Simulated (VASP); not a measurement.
# CrO2 (P4_2/mnm) in VASP: single point with PBE+U

Aim: the single point of CrO2 with PBE+U.

All numbers are computed with VASP 6.6.1; they aren't measurements. Logs are shortened: lines on timing, memory, paths and dates and some standing lists are left out, and cuts for length are marked.

## 1. The cell of the first run

It takes space group P4_2/mnm (No. 136, tetragonal). The conventional cell has a = 4.404 Å, b = 4.404 Å, c = 2.940 Å, α = 90.00°, β = 90.00°, γ = 90.00°. Cr (site symmetry mmm) has 6 O at 1.88 to 1.92 Å within 2.5 Å. O (site symmetry m2m) has 3 Cr at 1.88 to 1.92 Å and 1 O at 2.46 Å within 2.5 Å.

## 2. Single point, PBE+U, collinear spin, ferromagnetic start

Input file INCAR:

```
SYSTEM = CrO2
PREC     = Accurate       ! precision mode
ENCUT    = 520            ! plane-wave cutoff, eV
EDIFF    = 1E-6           ! SCF threshold, eV
ISMEAR   = 0              ! smearing method
SIGMA    = 0.05           ! smearing width, eV
LREAL    = .FALSE.        ! projectors in reciprocal space
LASPH    = .TRUE.         ! aspherical terms in the spheres
NELM     = 150            ! most SCF steps
ALGO     = Normal         ! electronic algorithm
ISIF     = 2              ! what is computed and relaxed
LWAVE    = .FALSE.        ! write WAVECAR
LCHARG   = .FALSE.        ! write CHGCAR
ISPIN    = 2              ! spin polarisation
MAGMOM   = 2 2 0 0 0 0    ! initial moments
LORBIT   = 11             ! projections on sites
LMAXMIX  = 4              ! l up to which the mixer works
LDAU     = .TRUE.         ! DFT+U
LDAUTYPE = 2            
LDAUL    = 2 -1           ! shell
LDAUU    = 3.7 0          ! U, eV
LDAUJ    = 0 0          
LDAUPRINT= 1            
GGA      = PE             ! functional
NBANDS   = 37             ! bands
```

Input file KPOINTS:

```
Automatic mesh
0
G
  6 6 8
  0 0 0
```

Input file POSCAR:

```
CrO2
1.0
    4.4035943133      0.0000000000      0.0000000000
    0.0000000000      4.4035943133      0.0000000000
    0.0000000000      0.0000000000      2.9401050938
Cr O
2 4
Direct
    0.0000000000      0.0000000000      0.0000000000
    0.5000000000      0.5000000000      0.5000000000
    0.3023623855      0.3023623855      0.0000000000
    0.1976376145      0.8023623855      0.5000000000
    0.6976376145      0.6976376145      0.0000000000
    0.8023623855      0.1976376145      0.5000000000
```

Potentials or basis: VASP PAW PBE potentials, release 64 (Cr_pv, O).

On the command line:

```sh
$ cat potpaw_PBE.64/Cr_pv/POTCAR potpaw_PBE.64/O/POTCAR > POTCAR
$ mpirun -np 1 vasp_std > vasp.out
```

OUTCAR:

```text
SYSTEM = CrO2
   PREC = Accurate
   ENCUT = 520
   EDIFF = 1E-6
   ISMEAR = 0
   LREAL = .FALSE.
   LASPH = .TRUE.
   NELM = 150
   ISIF = 2
   ISPIN = 2
   LORBIT = 11
   GGA = PE

 ion  position               nearest neighbor table
   1  0.000  0.000  0.000-   3 1.88   5 1.88   4 1.92   6 1.92   4 1.92   6 1.92
   2  0.500  0.500  0.500-   4 1.88   6 1.88   5 1.92   3 1.92   3 1.92   5 1.92
   3  0.302  0.302  0.000-   1 1.88   2 1.92   2 1.92
   4  0.198  0.802  0.500-   2 1.88   1 1.92   1 1.92
   5  0.698  0.698  0.000-   1 1.88   2 1.92   2 1.92
   6  0.802  0.198  0.500-   2 1.88   1 1.92   1 1.92

  LATTYP: Found a simple tetragonal cell.
 ALAT       =     4.4035943133
 C/A-ratio  =     0.6676602985

  Lattice vectors:

 A1 = (   4.4035943133,   0.0000000000,   0.0000000000)
 A2 = (   0.0000000000,   4.4035943133,   0.0000000000)
 A3 = (   0.0000000000,   0.0000000000,   2.9401050938)

Analysis of symmetry for initial positions (statically):
=====================================================================
 Subroutine PRICEL returns:
 Original cell was already a primitive cell.

 Routine SETGRP: Setting up the symmetry group for a
 simple tetragonal supercell.

 Subroutine GETGRP returns: Found 16 space group operations
 (whereof  8 operations were pure point group operations)
 out of a pool of 16 trial point group operations.

The static configuration has the point symmetry D_2h.
 The point group associated with its full space group is D_4h.

Analysis of symmetry for dynamics (positions and initial velocities):
=====================================================================
 Subroutine PRICEL returns:
 Original cell was already a primitive cell.

 Routine SETGRP: Setting up the symmetry group for a
 simple tetragonal supercell.

 Subroutine GETGRP returns: Found 16 space group operations
 (whereof  8 operations were pure point group operations)
 out of a pool of 16 trial point group operations.

The dynamic configuration has the point symmetry D_2h.
 The point group associated with its full space group is D_4h.

Analysis of structural, dynamic, and magnetic symmetry:
=====================================================================
 Subroutine PRICEL returns:
 Original cell was already a primitive cell.

 Routine SETGRP: Setting up the symmetry group for a
 simple tetragonal supercell.
[... 219 lines left out ...]
  o =  0.5084  v =  0.0000  0.0000  0.0000 -0.0000  1.0000  0.0000  0.0000  0.0000  0.0000  0.0000      0.0000  0.0000  0.0000  0.0000  0.0000  0.0000  0.0000  0.0000  0.0000  0.0000
  o =  0.8747  v = -0.0000 -0.7071  0.0000  0.7071  0.0000  0.0000  0.0000  0.0000  0.0000  0.0000      0.0000  0.0000  0.0000  0.0000  0.0000  0.0000  0.0000  0.0000  0.0000  0.0000
  o =  0.9523  v = -0.5741  0.0000  0.8188 -0.0000  0.0000  0.0000  0.0000  0.0000  0.0000  0.0000      0.0000  0.0000  0.0000  0.0000  0.0000  0.0000  0.0000  0.0000  0.0000  0.0000

 number of electron      48.0000013 magnetization       3.9999340

 Free energy of the ion-electron system (eV)
  ---------------------------------------------------
  ext. energy  EPLUGINS =         0.00000000
  ---------------------------------------------------
  free energy    TOTEN  =       -44.26487734 eV

  energy without entropy =      -44.26380255  energy(sigma->0) =      -44.26433995

 E-fermi :   5.3808     XC(G=0): -11.9028

 val. band max:        5.3714910280   @ k =   0.1667   0.1667   0.3750
 cond. band min:       5.4169967430   @ k =   0.1667   0.0000   0.3750
 fundamental gap:      0.0455057149
 Fermi energy:         5.3808430305

 spin component 1

 k-point     1 :       0.0000    0.0000    0.0000
  band No.  band energies     occupation
      1     -39.4985      1.00000
      2     -39.4985      1.00000
      3     -39.4328      1.00000
      4     -39.4328      1.00000
      5     -39.2186      1.00000
      6     -39.2040      1.00000
[... 1865 lines left out ...]
     35      16.9607      0.00000
     36      16.9607      0.00000

 [... further k-points ...]

 [bands above 36 left out]

------------------------ aborting loop because EDIFF is reached ----------------------------------------

  FORCE on cell =-STRESS in cart. coord.  units (eV):
  Direction    XX          YY          ZZ          XY          YZ          ZX
  --------------------------------------------------------------------------------------
  -------------------------------------------------------------------------------------
  Total        3.8311283      3.8311283      4.3107042      0.0000000      0.0000000      0.0000000
  in kB      107.6613507    107.6613507    121.1382638      0.0000000      0.0000000      0.0000000
  external PRESSURE =     112.1536551 kB  Pullay stress =       0.0000000 kB

 VOLUME and BASIS-vectors are now :
 -----------------------------------------------------------------------------
  energy-cutoff  :      520.00
  volume of cell :       57.01
      direct lattice vectors                 reciprocal lattice vectors
     4.403594313  0.000000000  0.000000000     0.227087222  0.000000000  0.000000000
     0.000000000  4.403594313  0.000000000     0.000000000  0.227087222  0.000000000
     0.000000000  0.000000000  2.940105094     0.000000000  0.000000000  0.340123896

 POSITION                                       TOTAL-FORCE (eV/Angst)
 -----------------------------------------------------------------------------------
      0.00000      0.00000      0.00000         0.000000      0.000000      0.000000
      2.20180      2.20180      1.47005         0.000000      0.000000      0.000000
      1.33148      1.33148      0.00000        -0.138927     -0.138927      0.000000
      0.87032      3.53328      1.47005         0.138927     -0.138927      0.000000
      3.07211      3.07211      0.00000         0.138927      0.138927     -0.000000
      3.53328      0.87032      1.47005        -0.138927      0.138927     -0.000000
 -----------------------------------------------------------------------------------
    total drift:                                0.000000      0.000000     -0.000000

  FREE ENERGIE OF THE ION-ELECTRON SYSTEM (eV)
  ---------------------------------------------------
  free  energy   TOTEN  =       -44.2648773393 eV

  energy  without entropy=      -44.2638025520  energy(sigma->0) =      -44.26433995

 total charge

# of ion       s       p       d       tot
------------------------------------------
    1        0.374   6.474   3.973  10.822
    2        0.374   6.474   3.973  10.822
    3        1.572   3.480   0.000   5.052
    4        1.572   3.480   0.000   5.052
    5        1.572   3.480   0.000   5.052
    6        1.572   3.480   0.000   5.052
--------------------------------------------------
tot          7.036  26.869   7.947  41.852

 magnetization (x)

# of ion       s       p       d       tot
------------------------------------------
    1        0.027   0.036   2.312   2.375
    2        0.027   0.036   2.312   2.375
    3       -0.006  -0.180   0.000  -0.185
    4       -0.006  -0.180   0.000  -0.185
    5       -0.006  -0.180   0.000  -0.185
    6       -0.006  -0.180   0.000  -0.185
--------------------------------------------------
tot          0.032  -0.647   4.624   4.009
```

stdout:

```text
POSCAR found type information on POSCAR CrO
 POSCAR found :  2 types and       6 ions
 scaLAPACK will be used
 LDA part: xc-table for (Slater+PW92), standard interpolation
 POSCAR, INCAR and KPOINTS ok, starting setup
 FFT: planning ... GRIDC
 FFT: planning ... GRID_SOFT
 FFT: planning ... GRID
 WAVECAR not read
 entering main loop
```

Wall time 5.1 min (1 thread of Intel Xeon 8259CL, shared host); peak memory 0.29 GiB.

What came out:

```
Free energy                                           : -44.2649 eV
Pressure                                              : 11.2 GPa
Largest force                                         : 0.196 eV/Å
Band gap on the k mesh                                : zero (filled and empty bands overlap)
Net moment                                            : 4.00 μB per cell
Site moments                                          : Cr +2.38; O -0.18 μB
Valence electrons inside the program's atomic spheres : Cr 10.82; O 5.05
```

Forces in eV/Å, atoms in the order of the input:
```
Cr   0.000  0.000  0.000
Cr   0.000  0.000  0.000
O   -0.139 -0.139  0.000
O    0.139 -0.139  0.000
O    0.139  0.139  0.000
O   -0.139  0.139  0.000
```

Stress tensor (GPa, compression positive):
```
10.77  0.00  0.00
 0.00 10.77  0.00
 0.00  0.00 12.11
```

Eigenvalues of the final occupation matrices:
| site | spin | trace | eigenvalues |
| --- | --- | --- | --- |
| site 1 d | 1 | 3.16 | 0.39 0.44 0.51 0.87 0.95 |
| site 1 d | 2 | 0.85 | 0.06 0.08 0.10 0.30 0.31 |
| site 2 d | 1 | 3.16 | 0.39 0.44 0.51 0.87 0.95 |
| site 2 d | 2 | 0.85 | 0.06 0.08 0.10 0.30 0.31 |

Caveat: the cell stands under pressure; only a ferromagnetic start was run, and an antiferromagnetic order may lie lower in energy. The state reached can hang on the start; a lower one may exist.
